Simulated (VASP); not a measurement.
# Ta (Im-3m) in VASP: a series of runs

Runs on Ta. Level: r2SCAN. Tasks: single point.

Program: VASP 6.6.1. These are calculated values, not measurements. Logs are shortened: lines on timing, memory, paths and dates and some standing lists are left out, and cuts for length are marked.

### Step 1. The cell of the first run

It takes space group Im-3m (No. 229, cubic). The conventional cell has a = 3.307 Å, b = 3.307 Å, c = 3.307 Å, α = 90.00°, β = 90.00°, γ = 90.00°. Within 3.8 Å of Ta (site symmetry m-3m) lie 14 Ta at 2.86 to 3.31 Å.

### Step 2. Single point, r2SCAN

The input, POSCAR:

```
Ta
1.0
   -1.6533592789      1.6533592789      1.6533592789
    1.6533592789     -1.6533592789      1.6533592789
    1.6533592789      1.6533592789     -1.6533592789
Ta
1
Direct
    0.0000000000      0.0000000000      0.0000000000
```

The input, INCAR.step1:

```
ALGO = Normal
EDIFF = 1E-4
ENCUT = 520
GGA = PE
ISMEAR = -1
LASPH = True
LCHARG = False
LREAL = False
LWAVE = True
NBANDS = 12
NELM = 60
PREC = Accurate
SIGMA = 0.6
```

The input, INCAR.step2:

```
ALGO = Normal
EDIFF = 1E-6
ENCUT = 520
ISIF = 2
ISMEAR = -1
ISTART = 1
LASPH = True
LCHARG = False
LMIXTAU = True
LREAL = False
LWAVE = False
METAGGA = R2SCAN
NBANDS = 12
NELM = 60
PREC = Accurate
SIGMA = 0.6
```

The input, KPOINTS:

```
k-points
0
Gamma
  13 13 13
```

Potentials or basis: VASP PAW PBE potentials, release 64 (Ta_pv).

The run is started by

```
$ cat potpaw_PBE.64/Ta_pv/POTCAR > POTCAR
$ cp INCAR.step1 INCAR
$ mpirun -np 1 vasp_std > vasp.out
$ cp INCAR.step2 INCAR
$ mpirun -np 1 vasp_std > vasp.out
```

OUTCAR:

```text
EDIFF = 1E-6
   ENCUT = 520
   ISIF = 2
   ISMEAR = -1
   ISTART = 1
   LASPH = True
   LREAL = False
   METAGGA = R2SCAN
   NELM = 60
   PREC = Accurate

 ion  position               nearest neighbor table
   1  0.000  0.000  0.000-

  LATTYP: Found a body centered cubic cell.
 ALAT       =     3.3067185578

  Lattice vectors:

 A1 = (  -1.6533592789,   1.6533592789,   1.6533592789)
 A2 = (   1.6533592789,  -1.6533592789,   1.6533592789)
 A3 = (   1.6533592789,   1.6533592789,  -1.6533592789)

Analysis of symmetry for initial positions (statically):
=====================================================================
 Subroutine PRICEL returns:
 Original cell was already a primitive cell.

 Routine SETGRP: Setting up the symmetry group for a
 body centered cubic supercell.

 Subroutine GETGRP returns: Found 48 space group operations
 (whereof 48 operations were pure point group operations)
 out of a pool of 48 trial point group operations.

The static configuration has the point symmetry O_h .

Analysis of symmetry for dynamics (positions and initial velocities):
=====================================================================
 Subroutine PRICEL returns:
 Original cell was already a primitive cell.

 Routine SETGRP: Setting up the symmetry group for a
 body centered cubic supercell.

 Subroutine GETGRP returns: Found 48 space group operations
 (whereof 48 operations were pure point group operations)
 out of a pool of 48 trial point group operations.

The dynamic configuration has the point symmetry O_h .

 Subroutine INISYM returns: Found 48 space group operations
 (whereof 48 operations are pure point group operations),
 and found     1 'primitive' translations

----------------------------------------------------------------------------------------

                                     Primitive cell

  volume of cell :      18.0785

  direct lattice vectors                    reciprocal lattice vectors
    -1.653359279  1.653359279  1.653359279     0.000000000  0.302414609  0.302414609
     1.653359279 -1.653359279  1.653359279     0.302414609  0.000000000  0.302414609
     1.653359279  1.653359279 -1.653359279     0.302414609  0.302414609  0.000000000

  length of vectors
     2.863702274  2.863702274  2.863702274     0.427678842  0.427678842  0.427678842

  position of ions in fractional coordinates (direct lattice)
     0.000000000  0.000000000  0.000000000

  ion indices of the primitive-cell ions
   primitive index   ion index
                 1           1

----------------------------------------------------------------------------------------

 KPOINTS: k-points

Automatic generation of k-mesh.
 Grid dimensions read from file:
 generate k-points for:   13   13   13

 Generating k-lattice:

  Cartesian coordinates                     Fractional coordinates (reciprocal lattice)
     0.000000000  0.023262662  0.023262662     0.076923077  0.000000000  0.000000000
     0.023262662  0.000000000  0.023262662     0.000000000  0.076923077  0.000000000
     0.023262662  0.023262662  0.000000000     0.000000000  0.000000000  0.076923077

  Length of vectors
     0.032898372  0.032898372  0.032898372

  Shift w.r.t. Gamma in fractional coordinates (k-lattice)
     0.000000000  0.000000000  0.000000000

 Subroutine IBZKPT returns following result:
 ===========================================

 Found     84 irreducible k-points:

 Following reciprocal coordinates:
            Coordinates               Weight
  0.000000  0.000000  0.000000      1.000000
  0.076923  0.000000  0.000000     12.000000
  0.153846  0.000000  0.000000     12.000000
  0.230769  0.000000  0.000000     12.000000
  0.307692  0.000000  0.000000     12.000000
  0.384615  0.000000  0.000000     12.000000
[... 16 lines left out ...]
  0.153846  0.076923  0.076923     24.000000
  0.230769  0.076923  0.076923     24.000000
 [... further k-points ...]
   k-points           NKPTS =     84   k-points in BZ     NKDIM =     84   number of bands    NBANDS=     12
   number of dos      NEDOS =    301   number of ions     NIONS =      1
   total plane-waves  NPLWV =  13824
   dimension x,y,z NGX =    24 NGY =   24 NGZ =   24
   dimension x,y,z NGXF=    48 NGYF=   48 NGZF=   48
   ions per type =               1
   NGX,Y,Z   is equivalent  to a cutoff of  13.93, 13.93, 13.93 a.u.
   NGXF,Y,Z  is equivalent  to a cutoff of  27.87, 27.87, 27.87 a.u.
 SYSTEM =  unknown system
   PREC   = accura    normal or accurate (medium, high low for compatibility)
   ISTART =      1    job   : 0-new  1-cont  2-samecut
   ICHARG =      0    charge: 1-file 2-atom 10-const
   ISPIN  =      1    spin polarized calculation?
   LNONCOLLINEAR =      F non collinear calculations
   LSORBIT =      F    spin-orbit coupling
   LASPH  =      T    aspherical Exc in radial PAW
   ENCUT  =  520.0 eV  38.22 Ry    6.18 a.u.   5.32  5.32  5.32*2*pi/ulx,y,z
   NELM   =     60;   NELMIN=  2; NELMDL=  0     # of ELM steps
   EDIFF  = 0.1E-05   stopping-criterion for ELM
   LREAL  =      F    real-space projection
[... 7 lines left out ...]
   TEBEG  =    0.0;   TEEND  =   0.0 temperature during run
   PSTRESS=    0.0 pullay stress
   NELECT =      11.0000    total number of electrons
   NUPDOWN=      -1.0000    fix difference up-down
   EMIN   =  10.00;   EMAX   =-10.00  energy-range for DOS
   EFERMI =   0.00;   METHOD = LEGACY
   ISMEAR =    -1;   SIGMA  =   0.60  broadening in eV -4-tet -1-fermi 0-gaus
   EFERMI_NEDOS =   21; number of points for ismear=-14 and -15
   IALGO  =     38    algorithm
   IMIX   =      4    mixing-type and parameters
     AMIX     =   0.40;   BMIX     =  1.00
     AMIX_MAG =   1.60;   BMIX_MAG =  1.00
  volume/ion in A,a.u.               =      18.08       122.00
  Fermi-wavevector in a.u.,A,eV,Ry     =   1.387241  2.621505 26.183552  1.924437
  Thomas-Fermi vector in A             =   2.511480
   LORBIT       =      0    0 simple, 1 ext, 2 COOP (PROOUT), +10 PAW based schemes
   METAGGA = R2SCAN    functional components
   LHFCALC =     F    Hartree Fock is set to
   AEXX    =    0.0000 exact exchange contribution
   IVDW    =     0    specifies the selected vdW correction
   LEPSILON=     F    determine dielectric tensor
   LRPA    =     F    only Hartree local field effects (RPA)
 non-spin polarized calculation
  energy-cutoff  :      520.00
  volume of cell :       18.08
 maximum number of plane-waves:       496
 NGX is ok and might be reduce to    24
   NGX = 11   NGY = 11   NGZ = 11

 number of electron      11.0000002 magnetization

 Free energy of the ion-electron system (eV)
  ---------------------------------------------------
  ext. energy  EPLUGINS =         0.00000000
  ---------------------------------------------------
  free energy    TOTEN  =       -49.18996729 eV

  energy without entropy =      -48.09811572  energy(sigma->0) =      -48.64404151

 E-fermi :   5.6021     XC(G=0): -13.7428

 val. band max:        5.5934826182   @ k =   0.3846   0.1538  -0.0000
 cond. band min:       5.6388510630   @ k =  -0.3077   0.3846   0.1538
 fundamental gap:      0.0453684449
 Fermi energy:         5.6021449552

 k-point     1 :       0.0000    0.0000    0.0000
  band No.  band energies     occupation
      1     -28.8903      2.00000
      2     -28.8903      2.00000
      3     -28.8903      2.00000
      4      -3.0193      2.00000
      5       6.1517      0.57156
      6       6.1517      0.57156
      7       6.1517      0.57156
      8       9.6461      0.00236
      9       9.6461      0.00236
     10      17.4688      0.00000
     11      21.0512      0.00000
     12      21.0512      0.00000

 k-point     2 :       0.0769    0.0000    0.0000
  band No.  band energies     occupation
      1     -28.9666      2.00000
      2     -28.9135      2.00000
      3     -28.8907      2.00000
      4      -2.7453      2.00000
      5       5.9718      0.70135
      6       6.0913      0.61355
      7       6.4187      0.40816
      8       9.3653      0.00377
      9       9.6450      0.00237
     10      17.4687      0.00000
     11      21.2912      0.00000
     12      21.5334      0.00000

 k-point     3 :       0.1538    0.0000    0.0000
  band No.  band energies     occupation
      1     -29.1739      2.00000
      2     -28.9773      2.00000
      3     -28.8919      2.00000
      4      -1.9781      1.99999
      5       5.5112      1.07568
      6       5.8139      0.82535
      7       7.2038      0.12960
      8       8.9558      0.00745
      9       9.6708      0.00227
     10      17.4686      0.00000
     11      21.7396      0.00000
     12      22.8919      0.00000
[... 286 lines left out ...]
 k-point    23 :       0.1538    0.0769    0.0769
  band No.  band energies     occupation
      1     -29.5478      2.00000
      2     -29.0383      2.00000
      3     -28.9505      2.00000
      4      -0.4429      1.99992
      5       4.6953      1.63852
      6       4.7981      1.58500
      7       9.2178      0.00482
      8       9.4469      0.00329
      9       9.7312      0.00205
     10      17.4682      0.00000
     11      22.1336      0.00000
     12      23.0120      0.00000

 k-point    24 :       0.2308    0.0769    0.0769
  band No.  band energies     occupation
      1     -29.7699      2.00000
      2     -29.1575      2.00000
      3     -28.9579      2.00000
      4       0.6260      1.99950
      5       4.2069      1.82191
      6       4.5999      1.68327
      7       9.4158      0.00347
      8      10.0751      0.00116
      9      11.1105      0.00021
     10      17.4672      0.00000
     11      20.6932      0.00000
     12      20.9070      0.00000

 [... further k-points ...]

------------------------ aborting loop because EDIFF is reached ----------------------------------------

  FORCE on cell =-STRESS in cart. coord.  units (eV):
  Direction    XX          YY          ZZ          XY          YZ          ZX
  --------------------------------------------------------------------------------------
  -------------------------------------------------------------------------------------
  Total        0.6027720      0.6027720      0.6027720     -0.0000000     -0.0000000      0.0000000
  in kB       53.4197664     53.4197664     53.4197664     -0.0000000     -0.0000000      0.0000000
  external PRESSURE =      53.4197664 kB  Pullay stress =       0.0000000 kB

 VOLUME and BASIS-vectors are now :
 -----------------------------------------------------------------------------
  energy-cutoff  :      520.00
  volume of cell :       18.08
      direct lattice vectors                 reciprocal lattice vectors
    -1.653359279  1.653359279  1.653359279     0.000000000  0.302414609  0.302414609
     1.653359279 -1.653359279  1.653359279     0.302414609  0.000000000  0.302414609
     1.653359279  1.653359279 -1.653359279     0.302414609  0.302414609  0.000000000

 POSITION                                       TOTAL-FORCE (eV/Angst)
 -----------------------------------------------------------------------------------
      0.00000      0.00000      0.00000         0.000000      0.000000      0.000000
 -----------------------------------------------------------------------------------
    total drift:                               -0.000000      0.000000      0.000000

  FREE ENERGIE OF THE ION-ELECTRON SYSTEM (eV)
  ---------------------------------------------------
  free  energy   TOTEN  =       -49.1899672937 eV

  energy  without entropy=      -48.0981157177  energy(sigma->0) =      -48.64404151
```

Wall time 43 s (1 thread of AMD EPYC 9R45 (Zen 5), shared host); peak memory 0.12 GiB.

What came out:

```
Free energy            : -49.1900 eV
Pressure               : 5.3 GPa
Band gap on the k mesh : zero (an odd number of electrons rules out a gap without spin polarisation)
```

Caveat: the cell stands under pressure; so wide a smearing shifts energies and pressures; the PAW data sets were made with another functional, which shifts forces and pressure a little; spin-orbit coupling is left out, which moves the levels of the heavy elements.

[end of part 1 of 2]
